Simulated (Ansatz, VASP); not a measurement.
# CsH3 in VASP and in Ansatz

```
Cs H
1.0
     6.30856   -3.64225    0.00000
     6.30856    3.64225    0.00000
    -4.20571    0.00000    5.94777
Cs H
2 6
Cartesian
  3.0791 -1.8211 0.1063
  0.9762 1.8211 3.0802
  5.2571 -1.1804 1.4869
  1.5480 -0.3204 1.4869
  8.9663 -0.3204 1.4869
  3.1543 1.1804 4.4608
  6.8634 0.3204 4.4608
  -0.5549 0.3204 4.4608
```

Alike in both runs: task single point; functional PBE; k mesh 4 × 4 × 4; occupations gaussian, width 0.1 eV; no spin polarisation.

|  | VASP | Ansatz |
| --- | --- | --- |
| version | VASP 6.6.1 | Ansatz 0.2.0 |
| potentials or method | VASP PAW PBE potentials, release 64 (Cs_sv, H), cutoff 520 eV | scalar-relativistic, plane waves, PAW |
| valence electrons in the cell | 24 | 24 |

```tsv
	VASP	Ansatz	Ansatz less VASP
gap on the k mesh at the Fermi level (eV)	none	none	-
pressure (GPa)	-0.5	-0.5	+0.02
rms of the force components (eV/Å)	0.142	0.139	-0.0030
```

Atom by atom the forces differ by 0.003 eV/Å (rms over components). A gap of «none» marks a metal or a gap that the smearing closes. The functional is the same, so the differences come from potentials, cutoffs and numerics.

Neither program's run includes spin-orbit coupling.
